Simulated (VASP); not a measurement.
# Si (P-3m1) in VASP: single point with PBE

Aim: the single point of Si with PBE.

All numbers are computed with VASP 6.6.1; they aren't measurements. Logs are shortened: lines on timing, memory, paths and dates and some standing lists are left out, and cuts for length are marked.

**1. The cell of the first run**

The structure is trigonal, space group P-3m1 (No. 164). Conventional cell: a = 3.861 Å, b = 3.861 Å, c = 15.838 Å, α = 90.00°, β = 90.00°, γ = 120.00°. Si (site symmetry 3m) has 4 Si at 2.37 Å within 3.1 Å. Within 3.1 Å of Si (site symmetry 3m) lie 4 Si at 2.37 Å. Si (site symmetry 3m) has 4 Si at 2.37 Å within 3.1 Å. Si (site symmetry 3m) has 4 Si at 2.37 to 2.38 Å within 3.1 Å. Within 3.1 Å of Si (site symmetry 3m) lie 4 Si at 2.37 to 2.38 Å.

**2. Single point, PBE**

Contents of INCAR:

```
SYSTEM = Si
PREC = Accurate ; ENCUT = 520
EDIFF = 1E-6 ; ISMEAR = 0
SIGMA = 0.02 ; LREAL = .False.
LASPH = .True. ; NELM = 60
ALGO = Normal ; ISIF = 2
LWAVE = .False. ; LCHARG = .False.
GGA = PE ; NBANDS = 31
```

Contents of KPOINTS:

```
Automatic mesh
0
Gamma
  12 12 3
  0 0 0
```

Contents of POSCAR:

```
Si
1.0
    3.8609786478      0.0000000000      0.0000000000
   -1.9304893239      3.3437055925      0.0000000000
    0.0000000000      0.0000000000     15.8378313587
Si
10
Direct
    0.0000000000      0.0000000000      0.0002422708
    0.0000000000      0.0000000000      0.1497577292
    0.3333333333      0.6666666667      0.1997309534
    0.3333333333      0.6666666667      0.3491601014
    0.6666666667      0.3333333333      0.3993347544
    0.6666666667      0.3333333333      0.5498433760
    0.3333333333      0.6666666667      0.6001566240
    0.3333333333      0.6666666667      0.7506652456
    0.6666666667      0.3333333333      0.8008398986
    0.6666666667      0.3333333333      0.9502690466
```

Potentials or basis: VASP PAW PBE potentials, release 64 (Si).

Launch:

```
$ cat potpaw_PBE.64/Si/POTCAR > POTCAR
$ mpirun -np 1 vasp_std > vasp.out
```

OUTCAR:

```text
SYSTEM = Si
   PREC = Accurate
   ENCUT = 520
   EDIFF = 1E-6
   ISMEAR = 0
   LREAL = .False.
   LASPH = .True.
   NELM = 60
   ISIF = 2
   GGA = PE

 ion  position               nearest neighbor table
   1  0.000  0.000  0.000-  10 2.37  10 2.37  10 2.37   2 2.37
   2  0.000  0.000  0.150-   3 2.37   3 2.37   3 2.37   1 2.37
   3  0.333  0.667  0.200-   2 2.37   2 2.37   2 2.37   4 2.37
   4  0.333  0.667  0.349-   5 2.37   5 2.37   5 2.37   3 2.37
   5  0.667  0.333  0.399-   4 2.37   4 2.37   4 2.37   6 2.38
   6  0.667  0.333  0.550-   7 2.37   7 2.37   7 2.37   5 2.38
   7  0.333  0.667  0.600-   6 2.37   6 2.37   6 2.37   8 2.38
   8  0.333  0.667  0.751-   9 2.37   9 2.37   9 2.37   7 2.38
   9  0.667  0.333  0.801-   8 2.37   8 2.37   8 2.37  10 2.37
  10  0.667  0.333  0.950-   1 2.37   1 2.37   1 2.37   9 2.37

  LATTYP: Found a hexagonal cell.
 ALAT       =     3.8609786478
 C/A-ratio  =     4.1020251090

  Lattice vectors:

 A1 = (   3.8609786478,   0.0000000000,   0.0000000000)
 A2 = (  -1.9304893239,   3.3437055925,   0.0000000000)
 A3 = (   0.0000000000,   0.0000000000,  15.8378313587)

Analysis of symmetry for initial positions (statically):
=====================================================================
 Subroutine PRICEL returns:
 Original cell was already a primitive cell.

 Routine SETGRP: Setting up the symmetry group for a
 hexagonal supercell.

 Subroutine GETGRP returns: Found 12 space group operations
 (whereof  6 operations were pure point group operations)
 out of a pool of 24 trial point group operations.

The static configuration has the point symmetry C_3v.
 The point group associated with its full space group is D_3d.

Analysis of symmetry for dynamics (positions and initial velocities):
=====================================================================
 Subroutine PRICEL returns:
 Original cell was already a primitive cell.

 Routine SETGRP: Setting up the symmetry group for a
 hexagonal supercell.

 Subroutine GETGRP returns: Found 12 space group operations
 (whereof  6 operations were pure point group operations)
 out of a pool of 24 trial point group operations.

The dynamic configuration has the point symmetry C_3v.
 The point group associated with its full space group is D_3d.

 Subroutine INISYM returns: Found 12 space group operations
 (whereof  6 operations are pure point group operations),
 and found     1 'primitive' translations

----------------------------------------------------------------------------------------

                                     Primitive cell

  volume of cell :     204.4660

  direct lattice vectors                    reciprocal lattice vectors
     3.860978648  0.000000000  0.000000000     0.259001691  0.149534696  0.000000000
    -1.930489324  3.343705593  0.000000000     0.000000000  0.299069392  0.000000000
     0.000000000  0.000000000 15.837831359     0.000000000  0.000000000  0.063139958

  length of vectors
     3.860978648  3.860978648 15.837831359     0.299069392  0.299069392  0.063139958

  position of ions in fractional coordinates (direct lattice)
     0.000000000  0.000000000  0.000242271
     0.000000000  0.000000000  0.149757729
     0.333333333  0.666666667  0.199730953
     0.333333333  0.666666667  0.349160101
     0.666666667  0.333333333  0.399334754
     0.666666667  0.333333333  0.549843376
     0.333333333  0.666666667  0.600156624
     0.333333333  0.666666667  0.750665246
     0.666666667  0.333333333  0.800839899
     0.666666667  0.333333333  0.950269047

  ion indices of the primitive-cell ions
   primitive index   ion index
                 1           1
                 2           2
                 3           3
                 4           4
                 5           5
                 6           6
                 7           7
                 8           8
                 9           9
                10          10

----------------------------------------------------------------------------------------

 KPOINTS: Automatic mesh

Automatic generation of k-mesh.
 Grid dimensions read from file:
 generate k-points for:   12   12    3

 Generating k-lattice:

  Cartesian coordinates                     Fractional coordinates (reciprocal lattice)
     0.021583474  0.012461225  0.000000000     0.083333333  0.000000000  0.000000000
     0.000000000  0.024922449  0.000000000     0.000000000  0.083333333  0.000000000
     0.000000000  0.000000000  0.021046653     0.000000000  0.000000000  0.333333333

  Length of vectors
     0.024922449  0.024922449  0.021046653

  Shift w.r.t. Gamma in fractional coordinates (k-lattice)
     0.000000000  0.000000000  0.000000000

 Subroutine IBZKPT returns following result:
 ===========================================

 Found     50 irreducible k-points:

 Following reciprocal coordinates:
            Coordinates               Weight
  0.000000  0.000000  0.000000      1.000000
  0.083333 -0.000000  0.000000      6.000000
  0.166667 -0.000000  0.000000      6.000000
  0.250000  0.000000  0.000000      6.000000
  0.333333  0.000000  0.000000      6.000000
  0.416667  0.000000  0.000000      6.000000
[... 16 lines left out ...]
  0.166667 -0.000000  0.333333      6.000000
  0.000000  0.166667  0.333333      6.000000
 [... further k-points ...]
   k-points           NKPTS =     50   k-points in BZ     NKDIM =     50   number of bands    NBANDS=     31
   number of dos      NEDOS =    301   number of ions     NIONS =     10
   total plane-waves  NPLWV = 108000
   dimension x,y,z NGX =    30 NGY =   30 NGZ =  120
   dimension x,y,z NGXF=    60 NGYF=   60 NGZF=  240
   ions per type =              10
   NGX,Y,Z   is equivalent  to a cutoff of  12.92, 12.92, 12.60 a.u.
   NGXF,Y,Z  is equivalent  to a cutoff of  25.83, 25.83, 25.19 a.u.
 SYSTEM =  Si
   PREC   = accura    normal or accurate (medium, high low for compatibility)
   ISTART =      0    job   : 0-new  1-cont  2-samecut
   ICHARG =      2    charge: 1-file 2-atom 10-const
   ISPIN  =      1    spin polarized calculation?
   LNONCOLLINEAR =      F non collinear calculations
   LSORBIT =      F    spin-orbit coupling
   LASPH  =      T    aspherical Exc in radial PAW
   ENCUT  =  520.0 eV  38.22 Ry    6.18 a.u.   7.18  7.18 29.45*2*pi/ulx,y,z
   NELM   =     60;   NELMIN=  2; NELMDL= -5     # of ELM steps
   EDIFF  = 0.1E-05   stopping-criterion for ELM
   LREAL  =      F    real-space projection
   EDIFFG = 0.1E-04   stopping-criterion for IOM
   NSW    =      0    number of steps for IOM
   IBRION =     -1    ionic relax: 0-MD 1-quasi-New 2-CG
   NFREE  =      0    steps in history (QN), initial steepest desc. (CG)
   ISIF   =      2    stress and relaxation
   ISYM   =      2    0-nonsym 1-usesym 2-fastsym
   POTIM  = 0.5000    time-step for ionic-motion
   TEBEG  =    0.0;   TEEND  =   0.0 temperature during run
   PSTRESS=    0.0 pullay stress
   NELECT =      40.0000    total number of electrons
   NUPDOWN=      -1.0000    fix difference up-down
   EMIN   =  10.00;   EMAX   =-10.00  energy-range for DOS
   EFERMI =   0.00;   METHOD = LEGACY
   ISMEAR =     0;   SIGMA  =   0.02  broadening in eV -4-tet -1-fermi 0-gaus
   EFERMI_NEDOS =   21; number of points for ismear=-14 and -15
   IALGO  =     38    algorithm
   IMIX   =      4    mixing-type and parameters
     AMIX     =   0.40;   BMIX     =  1.00
     AMIX_MAG =   1.60;   BMIX_MAG =  1.00
  volume/ion in A,a.u.               =      20.45       137.98
  Fermi-wavevector in a.u.,A,eV,Ry     =   0.950359  1.795918 12.288545  0.903183
  Thomas-Fermi vector in A             =   2.078729
   LORBIT       =      0    0 simple, 1 ext, 2 COOP (PROOUT), +10 PAW based schemes
   GGA     = PE    functional components
   LHFCALC =     F    Hartree Fock is set to
   AEXX    =    0.0000 exact exchange contribution
   IVDW    =     0    specifies the selected vdW correction
   LEPSILON=     F    determine dielectric tensor
   LRPA    =     F    only Hartree local field effects (RPA)
 non-spin polarized calculation
 Gauss-broadening in eV      SIGMA  =   0.02
  energy-cutoff  :      520.00
  volume of cell :      204.47
 maximum number of plane-waves:      5533
 NGX is ok and might be reduce to    30
   NGX = 15   NGY = 15   NGZ = 59

 number of electron      40.0000002 magnetization

 Free energy of the ion-electron system (eV)
  ---------------------------------------------------
  ext. energy  EPLUGINS =         0.00000000
  ---------------------------------------------------
  free energy    TOTEN  =       -54.21393165 eV

  energy without entropy =      -54.21393165  energy(sigma->0) =      -54.21393165

 E-fermi :   5.8514     XC(G=0):  -9.3256

 val. band max:        5.7179445915   @ k =   0.0000   0.0000   0.0000
 cond. band min:       6.2958296828   @ k =   0.4167   0.0000   0.0000
 fundamental gap:      0.5778850913
 Fermi energy:         5.8514320450

 k-point     1 :       0.0000    0.0000    0.0000
  band No.  band energies     occupation
      1      -6.2062      2.00000
      2      -5.7020      2.00000
      3      -5.6978      2.00000
      4      -4.3746      2.00000
      5      -4.3745      2.00000
      6      -0.5927      2.00000
[... 23 lines left out ...]
     30       8.8401      0.00000
     31       8.8451      0.00000

 k-point     2 :       0.0833   -0.0000    0.0000
  band No.  band energies     occupation
      1      -6.1266      2.00000
      2      -5.6230      2.00000
      3      -5.6190      2.00000
      4      -4.2964      2.00000
      5      -4.2954      2.00000
      6      -0.5567      2.00000
[... 740 lines left out ...]
 k-point    24 :       0.0000    0.1667    0.3333
  band No.  band energies     occupation
      1      -5.8339      2.00000
      2      -5.6623      2.00000
      3      -5.0123      2.00000
      4      -4.5482      2.00000
      5      -3.6848      2.00000
      6      -1.0409      2.00000
[... 23 lines left out ...]
     30       9.6507      0.00000
     31       9.6741      0.00000

 [... further k-points ...]

------------------------ aborting loop because EDIFF is reached ----------------------------------------

  FORCE on cell =-STRESS in cart. coord.  units (eV):
  Direction    XX          YY          ZZ          XY          YZ          ZX
  --------------------------------------------------------------------------------------
  -------------------------------------------------------------------------------------
  Total       -0.1003147     -0.1003147     -0.1084323     -0.0000000      0.0000000     -0.0000000
  in kB       -0.7860573     -0.7860573     -0.8496659     -0.0000000      0.0000000     -0.0000000
  external PRESSURE =      -0.8072601 kB  Pullay stress =       0.0000000 kB

 VOLUME and BASIS-vectors are now :
 -----------------------------------------------------------------------------
  energy-cutoff  :      520.00
  volume of cell :      204.47
      direct lattice vectors                 reciprocal lattice vectors
     3.860978648  0.000000000  0.000000000     0.259001691  0.149534696  0.000000000
    -1.930489324  3.343705593  0.000000000     0.000000000  0.299069392  0.000000000
     0.000000000  0.000000000 15.837831359     0.000000000  0.000000000  0.063139958

 POSITION                                       TOTAL-FORCE (eV/Angst)
 -----------------------------------------------------------------------------------
      0.00000      0.00000      0.00384        -0.000000      0.000000     -0.000346
      0.00000      0.00000      2.37184         0.000000     -0.000000      0.000346
     -0.00000      2.22914      3.16331        -0.000000     -0.000000      0.000123
     -0.00000      2.22914      5.52994        -0.000000     -0.000000     -0.000046
      1.93049      1.11457      6.32460         0.000000      0.000000     -0.000167
      1.93049      1.11457      8.70833        -0.000000      0.000000     -0.000196
     -0.00000      2.22914      9.50518         0.000000     -0.000000      0.000196
     -0.00000      2.22914     11.88891        -0.000000     -0.000000      0.000167
      1.93049      1.11457     12.68357         0.000000      0.000000      0.000046
      1.93049      1.11457     15.05020         0.000000      0.000000     -0.000123
 -----------------------------------------------------------------------------------
    total drift:                                0.000000      0.000000     -0.000000

  FREE ENERGIE OF THE ION-ELECTRON SYSTEM (eV)
  ---------------------------------------------------
  free  energy   TOTEN  =       -54.2139316482 eV

  energy  without entropy=      -54.2139316482  energy(sigma->0) =      -54.21393165
```

Run time: 2.4 min. Hardware: 1 thread of AMD EPYC 9R45 (Zen 5), shared host; peak memory 0.39 GiB.

Results:

| Quantity | Value |
| --- | --- |
| Free energy | -54.2139 eV |
| Pressure | -0.1 GPa |
| Band gap on the k mesh | 0.58 eV (least direct gap 1.25 eV) |

Caveat: an odd mesh through Γ misses points on the zone boundary, where band edges can lie.
